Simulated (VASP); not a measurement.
# As (Fd-3m) in VASP: further runs

The runs below take As through relaxation of cell and atoms, single point, with PBE.

All numbers are computed with VASP 6.6.1; they aren't measurements. Logs are shortened: lines on timing, memory, paths and dates and some standing lists are left out, and cuts for length are marked.

## Step 1: The cell of the first run

It takes space group Fd-3m (No. 227, cubic). Conventional cell: a = 5.825 Å, b = 5.825 Å, c = 5.825 Å, α = 90.00°, β = 90.00°, γ = 90.00°. As (site symmetry -43m) has 4 As at 2.52 Å within 3.3 Å.

## Step 2: Relaxation of cell and atoms, PBE

Input file INCAR:

```
ALGO = Normal ; EDIFF = 1E-6
EDIFFG = -0.01 ; ENCUT = 600
GGA = PE ; IBRION = 2
ISIF = 3 ; ISMEAR = -1
LASPH = T ; LCHARG = F
LREAL = F ; LWAVE = F
NELM = 100 ; NSW = 80
PREC = Accurate ; SIGMA = 0.1
```

Input file KPOINTS:

```
k-points
0
Gamma
  9 9 9
```

Input file POSCAR:

```
As
1.0
    0.0000000000      2.9125201240      2.9125201240
    2.9125201240      0.0000000000      2.9125201240
    2.9125201240      2.9125201240      0.0000000000
As
2
Direct
    0.1250000000      0.1250000000      0.1250000000
    0.8750000000      0.8750000000      0.8750000000
```

Potentials or basis: VASP PAW PBE potentials, release 64 (As).

Run with:

```bash
cat potpaw_PBE.64/As/POTCAR > POTCAR
mpirun -np 1 vasp_std > vasp.out
```

OUTCAR:

```text
EDIFF = 1E-6
   EDIFFG = -0.01
   ENCUT = 600
   GGA = PE
   IBRION = 2
   ISIF = 3
   ISMEAR = -1
   LASPH = T
   LREAL = F
   NELM = 100
   NSW = 80
   PREC = Accurate

 ion  position               nearest neighbor table
   1  0.125  0.125  0.125-   2 2.52   2 2.52   2 2.52   2 2.52
   2  0.875  0.875  0.875-   1 2.52   1 2.52   1 2.52   1 2.52

  LATTYP: Found a face centered cubic cell.
 ALAT       =     5.8250402480

  Lattice vectors:

 A1 = (   0.0000000000,   2.9125201240,   2.9125201240)
 A2 = (   2.9125201240,   0.0000000000,   2.9125201240)
 A3 = (   2.9125201240,   2.9125201240,   0.0000000000)

Analysis of symmetry for initial positions (statically):
=====================================================================
 Subroutine PRICEL returns:
 Original cell was already a primitive cell.

 Routine SETGRP: Setting up the symmetry group for a
 face centered cubic supercell.

 Subroutine GETGRP returns: Found 48 space group operations
 (whereof 12 operations were pure point group operations)
 out of a pool of 48 trial point group operations.

The static configuration has the point symmetry D_3d.
 The point group associated with its full space group is O_h .

Analysis of symmetry for dynamics (positions and initial velocities):
=====================================================================
 Subroutine PRICEL returns:
 Original cell was already a primitive cell.

 Routine SETGRP: Setting up the symmetry group for a
 face centered cubic supercell.

 Subroutine GETGRP returns: Found 48 space group operations
 (whereof 12 operations were pure point group operations)
 out of a pool of 48 trial point group operations.

The dynamic configuration has the point symmetry D_3d.
 The point group associated with its full space group is O_h .

 Subroutine INISYM returns: Found 48 space group operations
 (whereof 12 operations are pure point group operations),
 and found     1 'primitive' translations

----------------------------------------------------------------------------------------

                                     Primitive cell

  volume of cell :      49.4125

  direct lattice vectors                    reciprocal lattice vectors
     0.000000000  2.912520124  2.912520124    -0.171672634  0.171672634  0.171672634
     2.912520124  0.000000000  2.912520124     0.171672634 -0.171672634  0.171672634
     2.912520124  2.912520124  0.000000000     0.171672634  0.171672634 -0.171672634

  length of vectors
[... 93 lines left out ...]
   NELECT =      10.0000    total number of electrons
   NUPDOWN=      -1.0000    fix difference up-down
   EMIN   =  10.00;   EMAX   =-10.00  energy-range for DOS
   EFERMI =   0.00;   METHOD = LEGACY
   ISMEAR =    -1;   SIGMA  =   0.10  broadening in eV -4-tet -1-fermi 0-gaus
   EFERMI_NEDOS =   21; number of points for ismear=-14 and -15
   IALGO  =     38    algorithm
   IMIX   =      4    mixing-type and parameters
     AMIX     =   0.40;   BMIX     =  1.00
     AMIX_MAG =   1.60;   BMIX_MAG =  1.00
  volume/ion in A,a.u.               =      24.71       166.73
  Fermi-wavevector in a.u.,A,eV,Ry     =   0.961160  1.816330 12.569463  0.923829
  Thomas-Fermi vector in A             =   2.090508
   LORBIT       =      0    0 simple, 1 ext, 2 COOP (PROOUT), +10 PAW based schemes
   GGA     = PE    functional components
   LHFCALC =     F    Hartree Fock is set to
   AEXX    =    0.0000 exact exchange contribution
   IVDW    =     0    specifies the selected vdW correction
   LEPSILON=     F    determine dielectric tensor
   LRPA    =     F    only Hartree local field effects (RPA)
 conjugate gradient relaxation of ions
 non-spin polarized calculation
  energy-cutoff  :      600.00
  volume of cell :       49.41
 maximum number of plane-waves:      1673
 NGX is ok and might be reduce to    36
   NGX = 17   NGY = 17   NGZ = 17

--------------------------------------- Ionic step        1  -------------------------------------------

 number of electron      10.0000000 magnetization

 Free energy of the ion-electron system (eV)
  ---------------------------------------------------
  ext. energy  EPLUGINS =         0.00000000
  ---------------------------------------------------
  free energy    TOTEN  =        -8.52083051 eV

  energy without entropy =       -8.46611979  energy(sigma->0) =       -8.49347515

------------------------ aborting loop because EDIFF is reached ----------------------------------------

  FORCE on cell =-STRESS in cart. coord.  units (eV):
  Direction    XX          YY          ZZ          XY          YZ          ZX
  --------------------------------------------------------------------------------------
  -------------------------------------------------------------------------------------
  Total        2.7769131      2.7769131      2.7769131     -0.0000000     -0.0000000     -0.0000000
  in kB       90.0401220     90.0401220     90.0401220     -0.0000000     -0.0000000     -0.0000000
  external PRESSURE =      90.0401220 kB  Pullay stress =       0.0000000 kB
[... 59 lines left out ...]
--------------------------------------- Ionic step        3  -------------------------------------------

 number of electron      10.0000001 magnetization

 Free energy of the ion-electron system (eV)
  ---------------------------------------------------
  ext. energy  EPLUGINS =         0.00000000
  ---------------------------------------------------
  free energy    TOTEN  =        -8.72018457 eV

  energy without entropy =       -8.67191141  energy(sigma->0) =       -8.69604799

 E-fermi :   2.8663     XC(G=0):  -8.5586

 val. band max:        2.8550923310   @ k =  -0.4444   0.4444   0.1111
 cond. band min:       2.8743102701   @ k =   0.4444   0.3333   0.0000
 fundamental gap:      0.0192179391
 Fermi energy:         2.8662629523

 k-point     1 :       0.0000    0.0000    0.0000
  band No.  band energies     occupation
      1     -10.7221      2.00000
      2      -3.1512      2.00000
      3       0.8246      2.00000
      4       0.8246      2.00000
      5       0.8246      2.00000
      6       3.5462      0.00223
      7       3.5462      0.00223
      8       3.5462      0.00223
      9       7.7467      0.00000
[... 265 lines left out ...]
 k-point    24 :       0.4444    0.4444    0.0000
  band No.  band energies     occupation
      1      -8.5685      2.00000
      2      -7.4652      2.00000
      3      -1.0984      2.00000
      4      -1.0984      2.00000
      5       2.2040      1.99734
      6       2.4064      1.98007
      7       7.6941      0.00000
      8       7.6941      0.00000
      9       9.5806      0.00000

 [... further k-points ...]
[... 5 lines left out ...]
  --------------------------------------------------------------------------------------
  -------------------------------------------------------------------------------------
  Total        0.0176798      0.0176798      0.0176798     -0.0000000      0.0000000     -0.0000000
  in kB        0.4942123      0.4942123      0.4942123     -0.0000000      0.0000000     -0.0000000
  external PRESSURE =       0.4942123 kB  Pullay stress =       0.0000000 kB
[... 17 lines left out ...]
  FREE ENERGIE OF THE ION-ELECTRON SYSTEM (eV)
  ---------------------------------------------------
  free  energy   TOTEN  =        -8.7201845663 eV

  energy  without entropy=       -8.6719114126  energy(sigma->0) =       -8.69604799

 reached required accuracy - stopping structural energy minimisation
```

OSZICAR:

```text
N       E                     dE             d eps       ncg     rms          rms(c)
DAV:   1     0.290223878088E+02    0.29022E+02   -0.42224E+03   630   0.986E+02
DAV:   2    -0.739627312719E+01   -0.36419E+02   -0.35557E+02  1008   0.123E+02
DAV:   3    -0.855968302673E+01   -0.11634E+01   -0.11555E+01   749   0.259E+01
DAV:   4    -0.856618217088E+01   -0.64991E-02   -0.64955E-02   784   0.209E+00
[... 21 lines left out ...]
DAV:   3    -0.872014734902E+01    0.11601E-01   -0.33016E-02   649   0.975E-01    0.846E-02
DAV:   4    -0.872017382670E+01   -0.26478E-04   -0.30019E-04   639   0.139E-01    0.633E-02
DAV:   5    -0.872018277363E+01   -0.89469E-05   -0.40537E-05   669   0.519E-02    0.925E-03
DAV:   6    -0.872018385648E+01   -0.10829E-05   -0.41815E-06   760   0.127E-02    0.234E-03
DAV:   7    -0.872018456629E+01   -0.70981E-06   -0.13434E-06   617   0.821E-03
   3 F= -.87201846E+01 E0= -.86960480E+01  d E =-.199354E+00
```

CONTCAR:

```text
As
   1.00000000000000
    -0.0000000000000000    3.0601863164844088    3.0601863164844088
     3.0601863164844088    0.0000000000000000    3.0601863164844088
     3.0601863164844088    3.0601863164844088   -0.0000000000000000
  As
     2
Direct
     0.1250000000000000    0.1250000000000000    0.1250000000000000
     0.8750000000000000    0.8750000000000000    0.8750000000000000

  0.00000000E+00  0.00000000E+00  0.00000000E+00
  0.00000000E+00  0.00000000E+00  0.00000000E+00
```

Run time: 1.7 min. Hardware: 1 thread of AMD EPYC 7R13, shared host; peak memory 0.18 GiB.

What came out:

```
Free energy                            : -8.7202 eV
Relaxed volume                         : 28.66 Å³/atom
Relaxed cell                           : a = 4.328 Å, b = 4.328 Å, c = 4.328 Å, α = 60.00°, β = 60.00°, γ = 60.00°
Space group after relaxing (to 0.05 Å) : Fd-3m (No. 227)
Energy gained by relaxing              : 99.7 meV/atom
Ionic steps                            : 3
Pressure after relaxing                : 0.0 GPa
Band gap on the k mesh                 : zero (band 5 reaches 3.48 eV, above the bottom of band 6 at 2.41 eV)
```

The path:
```tsv
step	energy change (eV)	largest force (eV/Å)	pressure (GPa)	volume (Å³)
1	0.0000	0.0000	9.00	49.41
2	-0.1829	0.0000	-1.92	60.02
3	-0.1994	0.0000	0.05	57.32
```

Final structure:
```
CELL_PARAMETERS angstrom
0.00000 3.06019 3.06019
3.06019 0.00000 3.06019
3.06019 3.06019 0.00000
ATOMIC_POSITIONS crystal
As 0.12500 0.12500 0.12500
As 0.87500 0.87500 0.87500
```

Caveat: the volume moved by over 15 % at a fixed basis, so the end points are rough.

## Step 3: Single point, PBE

This run uses another cell than the first one, of 28.60 Å³/atom, 1.158 times its volume.

Input file INCAR:

```
SYSTEM = As
PREC = Accurate
ENCUT = 520
EDIFF = 1E-7
ISMEAR = -1
SIGMA = 0.1
LREAL = .FALSE.
LASPH = .TRUE.
NELM = 60
ALGO = Normal
ISIF = 2
LWAVE = .FALSE.
LCHARG = .FALSE.
GGA = PE
NBANDS = 12
```

Input file KPOINTS:

```
Automatic mesh
0
G
  15 15 15
  0 0 0
```

Input file POSCAR:

```
As
1.0
    0.0000000000      3.0580591010      3.0580591010
    3.0580591010      0.0000000000      3.0580591010
    3.0580591010      3.0580591010      0.0000000000
As
2
Direct
    0.1250000000      0.1250000000      0.1250000000
    0.8750000000      0.8750000000      0.8750000000
```

Potentials or basis: VASP PAW PBE potentials, release 64 (As).

Run with:

```bash
cat potpaw_PBE.64/As/POTCAR > POTCAR
mpirun -np 1 vasp_std > vasp.out
```

Run time: 1.7 min. Hardware: 1 thread of AMD EPYC 7R13, shared host; peak memory 0.19 GiB.

The run converged. Its results:

| Item | Value |
| --- | --- |
| Free energy | -8.7312 eV |
| Pressure | 0.0 GPa |
| Band gap on the k mesh | zero (band 5 reaches 3.58 eV, above the bottom of band 6 at 2.36 eV) |

Levels at points of the mesh, in eV from the Fermi level:
```csv
k point,band 1,band 2,band 3,band 4,band 5,band 6,band 7,band 8,band 9,band 10
"(0.00, 0.00, 0.00)",-13.66,-6.06,-2.10,-2.10,-2.10,0.63,0.63,0.63,4.83,7.87
```

## Step 4: Single point, PBE, non-collinear spin, zero start, spin-orbit coupling

This run uses another cell than the first one, of 28.60 Å³/atom, 1.158 times its volume.

Input file INCAR:

```
SYSTEM = As
PREC = Accurate ; ENCUT = 520
EDIFF = 1E-6 ; ISMEAR = -1
SIGMA = 0.1 ; LREAL = .False.
LASPH = .True. ; NELM = 150
ALGO = Normal ; ISIF = 2
LWAVE = .False. ; LCHARG = .True.
MAGMOM = 0 0 0 0 0 0 ; LORBIT = 11
LSORBIT = .True. ; GGA_COMPAT = .False.
LORBMOM = .True. ; GGA = PE
LVHAR = .True. ; NBANDS = 22
```

Input file KPOINTS:

```
Automatic mesh
0
Gamma
  9 9 9
  0 0 0
```

POSCAR is that of step 3.

Run with:

```bash
cat potpaw_PBE.64/As/POTCAR > POTCAR
mpirun -np 1 vasp_ncl > vasp.out
```

Wall time 2.5 min (1 thread of AMD EPYC 7R13, shared host); peak memory 0.3 GiB.

The run converged. Its results:

```yaml
Free_energy: -8.7491 eV
Pressure: 0.2 GPa
Net_moment: 0.00 μB per cell
Valence_electrons_inside_the_program's_atomic_spheres: As 2.66
```

Moments on the atoms (μB; x, y, z):
```
As  0.00 0.00 0.00
As  0.00 0.00 0.00
```

## Step 5: The runs side by side

| task | spin | cell | k mesh | cutoff (eV) | gap on the mesh (eV) | pressure (GPa) |
| --- | --- | --- | --- | --- | --- | --- |
| relaxation of cell and atoms | off | relaxed from a = 4.119 Å, angles 60.0°, 2 atoms | 9 × 9 × 9 | 600 | none | 0.0 |
| single point | off | a = 4.325 Å, angles 60.0°, 2 atoms | 15 × 15 × 15 | 520 | none | 0.0 |
| single point | non-collinear, zero start, SOC | a = 4.325 Å, angles 60.0°, 2 atoms | 9 × 9 × 9 | 520 | - | 0.2 |

Alike in all rows: level PBE; potentials or basis VASP PAW PBE potentials, release 64 (As); smearing fermi-dirac 0.1 eV.

Caveats: the volume moved by over 15 % at a fixed basis, so the end points are rough (some runs).

Absolute energies hang on the potentials; compare differences alone.
